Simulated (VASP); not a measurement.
Input of a VASP 6.6.1 run:

The input INCAR:

```
SYSTEM = SiNi
PREC     = Accurate       ! precision mode
ENCUT    = 600            ! plane-wave cutoff, eV
EDIFF    = 1E-6           ! SCF threshold, eV
ISMEAR   = 0              ! smearing method
SIGMA    = 0.1            ! smearing width, eV
LREAL    = .False.        ! projectors in reciprocal space
LASPH    = .True.         ! aspherical terms in the spheres
NELM     = 120            ! most SCF steps
ALGO     = Normal         ! electronic algorithm
ISIF     = 2              ! what is computed and relaxed
LWAVE    = .False.        ! write WAVECAR
LCHARG   = .True.         ! write CHGCAR
GGA      = PE             ! functional
IVDW     = 12             ! dispersion correction
LELF     = .True.         ! ELF
LVHAR    = .True.       
NBANDS   = 38             ! bands
GGA_COMPAT= .False.
```

File KPOINTS:

```
Automatic mesh
0
Gamma
  8 10 6
  0 0 0
```

POSCAR

```
SiNi
1.0
    5.0970412636      0.0000000000      0.0000000000
    0.0000000000      3.3441044361      0.0000000000
    0.0000000000      0.0000000000      5.5389210507
Ni Si
4 4
Direct
    0.0095896168      0.2500000000      0.1870624834
    0.4904103832      0.7500000000      0.6870624834
    0.9904103832      0.7500000000      0.8129375166
    0.5095896168      0.2500000000      0.3129375166
    0.1772686024      0.2500000000      0.5852072723
    0.3227313976      0.7500000000      0.0852072723
    0.8227313976      0.7500000000      0.4147927277
    0.6772686024      0.2500000000      0.9147927277
```

Potentials or basis: VASP PAW PBE potentials, release 64 (Ni, Si).

Command:

```sh
$ cat potpaw_PBE.64/Ni/POTCAR potpaw_PBE.64/Si/POTCAR > POTCAR
$ mpirun -np 1 vasp_std > vasp.out
```

Question: Predict the pressure.

Answer: 0.0 GPa.

Question: What does it give for the band gap on the k mesh?

Answer: Zero (bands 28 and 29 overlap by 1.85 eV).

Question: What does it give for the largest force?

Answer: 0.013 eV/Å.

Forces in eV/Å, atoms in the order of the input:
```
Ni   0.012  0.000 -0.004
Ni  -0.012  0.000 -0.004
Ni  -0.012  0.000  0.004
Ni   0.012  0.000  0.004
Si  -0.002  0.000  0.002
Si   0.002  0.000  0.002
Si   0.002  0.000 -0.002
Si  -0.002  0.000 -0.002
```

Spin polarisation is off, so any magnetic state and its effect on volume and gap are missing.
